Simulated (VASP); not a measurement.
# TaN (P-6m2) in VASP: a series of runs, part 3 of 3

VASP 6.6.1. Earlier steps stand in the parts before.

### 5 Electric field gradients, LDA

This run uses another cell than the first one, of the same volume but with other edges.

INCAR reads:

```
  PREC = Accurate
  ENCUT = 520
  EDIFF = 1E-8
  ISMEAR = -1
  SIGMA = 0.02
  LREAL = F
  LASPH = T
  NELM = 120
  ALGO = Normal
  ISIF = 2
  LWAVE = F
  LCHARG = F
  GGA = CA
  LEFG = T
  NBANDS = 16
  GGA_COMPAT = F
```

KPOINTS reads:

```
regular mesh
0
Gamma
  12 12 10
```

POSCAR reads:

```
TaN
1.0
    2.9379988584      0.0000000000      0.0000000000
   -1.4689994292      2.5443816477      0.0000000000
    0.0000000000      0.0000000000      2.8830000000
Ta N
1 1
Direct
    0.3333333333      0.6666666667      0.5000000000
    0.0000000000      0.0000000000      0.0000000000
```

Potentials or basis: VASP PAW LDA potentials, release 64 (Ta_sv_GW, N).

Run with:

```
$ cat potpaw_LDA.64/Ta_sv_GW/POTCAR potpaw_LDA.64/N/POTCAR > POTCAR
$ mpirun -np 1 vasp_std > vasp.out
```

OUTCAR:

```text
PREC = Accurate
   ENCUT = 520
   EDIFF = 1E-8
   ISMEAR = -1
   LREAL = F
   LASPH = T
   NELM = 120
   ISIF = 2
   GGA = CA

 ion  position               nearest neighbor table
   1  0.333  0.667  0.500-   2 2.23   2 2.23   2 2.23   2 2.23   2 2.23   2 2.23
   2  0.000  0.000  0.000-   1 2.23   1 2.23   1 2.23   1 2.23   1 2.23   1 2.23

  LATTYP: Found a hexagonal cell.
 ALAT       =     2.9379988584
 C/A-ratio  =     0.9812801635

  Lattice vectors:

 A1 = (   2.9379988584,   0.0000000000,   0.0000000000)
 A2 = (  -1.4689994292,   2.5443816477,   0.0000000000)
 A3 = (   0.0000000000,   0.0000000000,   2.8830000000)

Analysis of symmetry for initial positions (statically):
=====================================================================
 Subroutine PRICEL returns:
 Original cell was already a primitive cell.

 Routine SETGRP: Setting up the symmetry group for a
[... 645 lines left out ...]
  energy-cutoff  :      520.00
  volume of cell :       21.55
      direct lattice vectors                 reciprocal lattice vectors
     2.937998858  0.000000000  0.000000000     0.340367729  0.196511400  0.000000000
    -1.468999429  2.544381648  0.000000000     0.000000000  0.393022800  0.000000000
     0.000000000  0.000000000  2.883000000     0.000000000  0.000000000  0.346860909

 POSITION                                       TOTAL-FORCE (eV/Angst)
 -----------------------------------------------------------------------------------
     -0.00000      1.69625      1.44150         0.000000     -0.000000      0.000000
      0.00000      0.00000      0.00000        -0.000000      0.000000      0.000000
 -----------------------------------------------------------------------------------
    total drift:                                0.000000     -0.000000     -0.000000

  FREE ENERGIE OF THE ION-ELECTRON SYSTEM (eV)
  ---------------------------------------------------
  free  energy   TOTEN  =       -27.2064931018 eV

  energy  without entropy=      -27.2063921408  energy(sigma->0) =      -27.20644262

 Electric field gradients (V/A^2)
---------------------------------------------------------------------
 ion       V_xx      V_yy      V_zz      V_xy      V_xz      V_yz
---------------------------------------------------------------------
   1     -17.246   -17.246    34.491     0.000     0.000     0.000
   2       0.027     0.026    -0.053    -0.001    -0.000     0.000
---------------------------------------------------------------------

 Electric field gradients after diagonalization (V/A^2)
 (convention: |V_zz| > |V_xx| > |V_yy|)
----------------------------------------------------------------------
 ion       V_xx      V_yy      V_zz     asymmetry (V_yy - V_xx)/ V_zz
----------------------------------------------------------------------
   1     -17.246   -17.246    34.491       0.000
   2       0.027     0.026    -0.053       0.026
----------------------------------------------------------------------

           NMR quadrupolar parameters

 Cq : quadrupolar parameter    Cq=e*Q*V_zz/h
 eta: asymmetry parameters     (V_yy - V_xx)/ V_zz
 Q  : nuclear electric quadrupole moment in mb (millibarn)
----------------------------------------------------------------------
 ion       Cq(MHz)       eta       Q (mb)
----------------------------------------------------------------------
   1       0.083       0.000       1.000
   2      -0.000       0.026       1.000
----------------------------------------------------------------------
```

OSZICAR:

```text
N       E                     dE             d eps       ncg     rms          rms(c)
DAV:   1     0.969569989678E+02    0.96957E+02   -0.11335E+04  3696   0.114E+03
DAV:   2    -0.261830331392E+02   -0.12314E+03   -0.11902E+03  5128   0.296E+02
DAV:   3    -0.307871603103E+02   -0.46041E+01   -0.46002E+01  4304   0.511E+01
DAV:   4    -0.309044927420E+02   -0.11733E+00   -0.11733E+00  5264   0.575E+00
DAV:   5    -0.309086605648E+02   -0.41678E-02   -0.41678E-02  4328   0.799E-01    0.566E+01
DAV:   6    -0.274271872903E+02    0.34815E+01   -0.74866E+00  3912   0.230E+01    0.598E+01
DAV:   7    -0.272776046209E+02    0.14958E+00   -0.44614E-01  3928   0.499E+00    0.277E+01
DAV:   8    -0.272100646988E+02    0.67540E-01   -0.15958E-01  4424   0.295E+00    0.760E+00
DAV:   9    -0.272068233240E+02    0.32414E-02   -0.86070E-03  4560   0.828E-01    0.764E-01
DAV:  10    -0.272065239121E+02    0.29941E-03   -0.17846E-03  3824   0.404E-01    0.118E-01
DAV:  11    -0.272064967534E+02    0.27159E-04   -0.10712E-04  4408   0.985E-02    0.126E-01
DAV:  12    -0.272064933564E+02    0.33970E-05   -0.12652E-05  4152   0.299E-02    0.259E-02
DAV:  13    -0.272064931209E+02    0.23547E-06   -0.94875E-07  4600   0.855E-03    0.499E-03
DAV:  14    -0.272064931031E+02    0.17770E-07   -0.70467E-08  4024   0.215E-03    0.205E-03
DAV:  15    -0.272064931018E+02    0.13422E-08   -0.33812E-09  2304   0.550E-04
   1 F= -.27206493E+02 E0= -.27206443E+02  d E =-.100961E-03
```

stdout:

```text
POSCAR found type information on POSCAR TaN
 POSCAR found :  2 types and       2 ions
 scaLAPACK will be used
 LDA part: xc-table for (Slater(with rela. corr.)+CA(PZ))
 , standard interpolation
 POSCAR, INCAR and KPOINTS ok, starting setup
 FFT: planning ... GRIDC
 FFT: planning ... GRID_SOFT
 FFT: planning ... GRID
 WAVECAR not read
 entering main loop
ion   1

ion   2
```

Run time: 18 s. Hardware: 1 thread of Intel Xeon Platinum 8559C (Emerald Rapids), shared host; peak memory 0.16 GiB.

Results:

| Quantity | Value |
| --- | --- |
| Free energy | -27.2065 eV |
| Pressure | -10.8 GPa |
| Band gap on the k mesh | zero (band 9 reaches 12.51 eV, above the bottom of band 10 at 12.02 eV) |

Levels at points of the mesh, in eV from the Fermi level:
```csv
k point,band 5,band 6,band 7,band 8,band 9,band 10,band 11,band 12,band 13,band 14
"(0.00, 0.00, 0.00)",-17.61,-4.63,-4.63,-4.28,-2.97,2.26,3.48,3.48,3.85,3.85
"(0.50, 0.00, 0.00)",-15.28,-8.32,-5.27,-3.56,-3.22,2.86,3.93,5.08,5.18,7.44
"(0.00, 0.00, 0.50)",-14.90,-9.38,-3.82,-3.82,-0.20,-0.20,2.33,3.18,3.18,8.19
"(0.50, 0.00, 0.50)",-15.60,-7.38,-6.21,-5.77,-0.36,4.10,5.24,5.96,6.95,10.08
```

Electric field gradients, principal values (V/Å²):
```tsv
atom	least	middle	greatest (by size)
1 Ta	-17.246	-17.246	34.491
2 N	0.026	0.027	-0.053
```

Caveat: without QUAD_EFG the Cq values of the log hold for a quadrupole moment of 1 mb, not for the nuclei; spin-orbit coupling is left out, which moves the levels of the heavy elements.

### 6 Electric field gradients, PBE, non-collinear spin, zero start, spin-orbit coupling

This run uses another cell than the first one, of the same volume but with other edges.

INCAR reads:

```
PREC = Accurate ; ENCUT = 520
EDIFF = 1E-8 ; ISMEAR = -1
SIGMA = 0.02 ; LREAL = F
LASPH = T ; NELM = 150
ALGO = Normal ; ISIF = 2
LWAVE = F ; LCHARG = F
MAGMOM = 0 0 0 0 0 0 ; LORBIT = 11
LSORBIT = T ; GGA_COMPAT = F
LORBMOM = T ; LMAXMIX = 4
GGA = PE ; LEFG = T
NBANDS = 28
```

KPOINTS is that of step 5.

POSCAR is that of step 5.

Potentials or basis: VASP PAW PBE potentials, release 64 (Ta_pv, N).

Run with:

```
$ cat potpaw_PBE.64/Ta_pv/POTCAR potpaw_PBE.64/N/POTCAR > POTCAR
$ mpirun -np 1 vasp_ncl > vasp.out
```

OUTCAR:

```text
PREC = Accurate
   ENCUT = 520
   EDIFF = 1E-8
   ISMEAR = -1
   LREAL = F
   LASPH = T
   NELM = 150
   ISIF = 2
   LORBIT = 11
   LSORBIT = T
   GGA = PE

 ion  position               nearest neighbor table
   1  0.333  0.667  0.500-   2 2.23   2 2.23   2 2.23   2 2.23   2 2.23   2 2.23
   2  0.000  0.000  0.000-   1 2.23   1 2.23   1 2.23   1 2.23   1 2.23   1 2.23

  LATTYP: Found a hexagonal cell.
 ALAT       =     2.9379988584
 C/A-ratio  =     0.9812801635

  Lattice vectors:

 A1 = (   2.9379988584,   0.0000000000,   0.0000000000)
[... 1067 lines left out ...]
     0.0000000     0.0000000     0.0000000     0.0000000     0.0000000
     0.0000000     0.0000000     0.0000000     0.0000000     0.0000000
     0.0000000     0.0000000     0.0000000     0.0000000     0.0000000
 l=   3
     0.0000000     0.0000000     0.0000000     0.0000000     0.0000000     0.0000000     0.0000000
     0.0000000     0.0000000     0.0000000     0.0000000     0.0000000     0.0000000     0.0000000
     0.0000000     0.0000000     0.0000000     0.0000000     0.0000000     0.0000000     0.0000000
     0.0000000     0.0000000     0.0000000     0.0000000     0.0000000     0.0000000     0.0000000
     0.0000000     0.0000000     0.0000000     0.0000000     0.0000000     0.0000000     0.0000000
     0.0000000     0.0000000     0.0000000     0.0000000     0.0000000     0.0000000     0.0000000
     0.0000000     0.0000000     0.0000000     0.0000000     0.0000000     0.0000000     0.0000000

 total charge

# of ion       s       p       d       tot
------------------------------------------
    1        0.305   6.266   2.438   9.008
    2        1.230   2.505   0.000   3.735
--------------------------------------------------
tot          1.535   8.771   2.438  12.743

 magnetization (x)

# of ion       s       p       d       tot
------------------------------------------
    1        0.000   0.000  -0.000  -0.000
    2        0.000   0.000   0.000   0.000
--------------------------------------------------
tot          0.000   0.000  -0.000  -0.000

 magnetization (y)

# of ion       s       p       d       tot
------------------------------------------
    1        0.000   0.000   0.000   0.000
    2        0.000  -0.000   0.000  -0.000
--------------------------------------------------
tot          0.000  -0.000   0.000  -0.000

 magnetization (z)

# of ion       s       p       d       tot
------------------------------------------
    1        0.000  -0.000   0.000  -0.000
    2        0.000  -0.000   0.000  -0.000
--------------------------------------------------
tot          0.000  -0.000   0.000  -0.000
```

Run time: 2.7 min. Hardware: 1 thread of Intel Xeon Platinum 8488C (Sapphire Rapids), shared host; peak memory 0.32 GiB.

What came out:

* Free energy: -23.1080 eV
* Pressure: 5.8 GPa
* Net moment: 0.00 μB per cell
* Valence electrons inside the program's atomic spheres: Ta 9.01; N 3.73

Moments on the atoms (μB; x, y, z):
```
Ta  0.00 0.00 0.00
N   0.00 0.00 0.00
```

Electric field gradients, principal values (V/Å²):
| atom | least | middle | greatest (by size) |
| --- | --- | --- | --- |
| 1 Ta | -9.089 | -9.090 | 18.180 |
| 2 N | -0.414 | -0.417 | 0.831 |

Caveat: without QUAD_EFG the Cq values of the log hold for a quadrupole moment of 1 mb, not for the nuclei.

### 7 The runs side by side

| level | potentials or basis | spin | cell | second run | gap on the mesh (eV) | pressure (GPa) |
| --- | --- | --- | --- | --- | --- | --- |
| PBE | VASP PAW PBE potentials, release 64 (Ta_sv_GW, N) | off | a = 2.983, b = 2.983, c = 2.797 Å, angles 90.0, 90.0, 120.0°, 2 atoms | valence_matched | none | 6.1 |
| PBE | VASP PAW PBE potentials, release 64 (Ta_sv_GW, N) | off | a = 2.881, b = 2.881, c = 2.998 Å, angles 90.0, 90.0, 120.0°, 2 atoms | valence_matched | none | 3.5 |
| PBEsol | VASP PAW PBE potentials, release 64 (Ta_sv_GW, N) | off | a = 2.938, b = 2.938, c = 2.883 Å, angles 90.0, 90.0, 120.0°, 2 atoms | valence_matched | none | -5.1 |
| LDA | VASP PAW LDA potentials, release 64 (Ta_sv_GW, N) | off | a = 2.938, b = 2.938, c = 2.883 Å, angles 90.0, 90.0, 120.0°, 2 atoms | valence_matched | none | -10.8 |
| PBE | VASP PAW PBE potentials, release 64 (Ta_pv, N) | non-collinear, zero start, SOC | a = 2.938, b = 2.938, c = 2.883 Å, angles 90.0, 90.0, 120.0°, 2 atoms | - | - | 5.8 |

Alike in all rows: task electric field gradients; k mesh 12 × 12 × 10; cutoff (eV) 520; smearing fermi-dirac 0.02 eV.

Caveats: spin-orbit coupling is left out, which moves the levels of the heavy elements (some runs); the PAW data sets were made with another functional, which shifts forces and pressure a little (some runs).

Total energies depend on the potentials used, so only differences within one code and one set of settings carry meaning.
